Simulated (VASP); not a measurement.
## Fe3Co: single point with PBEsol

Fe3Co:

```
Fe Co
1.0
     3.73516    0.00000    0.00000
     0.00000    3.73516    0.00000
     0.00000    0.00000    2.62501
Fe Co
3 1
Direct
  0.50000 0.50000 0.00000
  0.50000 0.00000 0.50000
  0.00000 0.50000 0.50000
  0.00000 0.00000 0.00000
```

```
Program             : VASP 6.6.1
Task                : single point
Functional          : PBEsol
Potentials or basis : VASP PAW PBE potentials, release 64 (Fe, Co)
Cutoff              : 520 eV
k mesh              : 10 × 10 × 14
Occupations         : gaussian, width 0.1 eV
Spin                : collinear spin, ferromagnetic start
Starting moments    : [4.0, 4.0, 4.0, 3.0] μB
```

* Pressure: 56.9 GPa
* Net moment: 7.68 μB per cell
* Site moments: Fe +1.82, +2.09 (each value once); Co +1.52 μB
* Valence electrons inside the program's atomic spheres: Fe 7.83, 7.78 (each value once); Co 8.74

Stress tensor (GPa, compression positive):
```
56.57  0.00  0.00
 0.00 56.57  0.00
 0.00  0.00 57.56
```

Levels at points of the mesh, in eV from the Fermi level:
Spin up:
```
           k point  band 16  band 17  band 18  band 19  band 20  band 21  band 22  band 23  band 24  band 25
(0.00, 0.00, 0.00)    -0.96    -0.01    -0.01     0.07     0.07     0.19     0.70     0.70     8.92     9.05
(0.50, 0.00, 0.00)    -1.58    -1.48    -1.42    -1.24    -1.04     0.04     0.64     5.78     5.87     9.15
(0.50, 0.50, 0.00)    -2.26    -1.48    -1.46    -1.46    -1.41     0.09     0.30     0.48     0.48    19.17
(0.00, 0.00, 0.50)    -1.46    -1.29    -1.15    -0.90    -0.86     0.39     0.58     9.83     9.86     9.86
(0.50, 0.00, 0.50)    -1.26    -1.25    -0.76    -0.62    -0.47     2.56     2.73     2.96     3.04    12.46
(0.50, 0.50, 0.50)    -0.78    -0.05     0.14     0.14     0.23     0.32     0.55     0.55     0.83     8.71
```
Spin down:
```csv
k point,band 8,band 9,band 10,band 11,band 12,band 13,band 14,band 15,band 16,band 17
"(0.00, 0.00, 0.00)",-1.51,-1.44,-1.44,0.36,0.36,0.52,0.62,0.95,1.24,1.49
"(0.50, 0.00, 0.00)",-2.11,-2.06,-1.65,-1.36,-0.74,-0.17,0.21,0.22,0.30,0.63
"(0.50, 0.50, 0.00)",-1.99,-1.58,-1.29,-1.29,-0.72,-0.69,-0.69,-0.66,-0.61,0.14
"(0.00, 0.00, 0.50)",-2.99,-2.36,-1.97,-1.13,-1.13,-0.69,-0.69,-0.02,0.55,0.88
"(0.50, 0.00, 0.50)",-2.90,-2.68,-2.30,-2.20,-2.20,0.25,0.59,0.72,0.95,1.02
"(0.50, 0.50, 0.50)",-2.97,0.21,0.40,0.43,0.43,0.47,0.65,1.00,1.00,1.35
```

Wall time 9.7 min on 1 thread of Oxide Virtual Turin-like Processor (shared host), peak memory 0.3 GiB.

Caveat: the cell stands under pressure; the PAW data sets were made with another functional, which shifts forces and pressure a little.
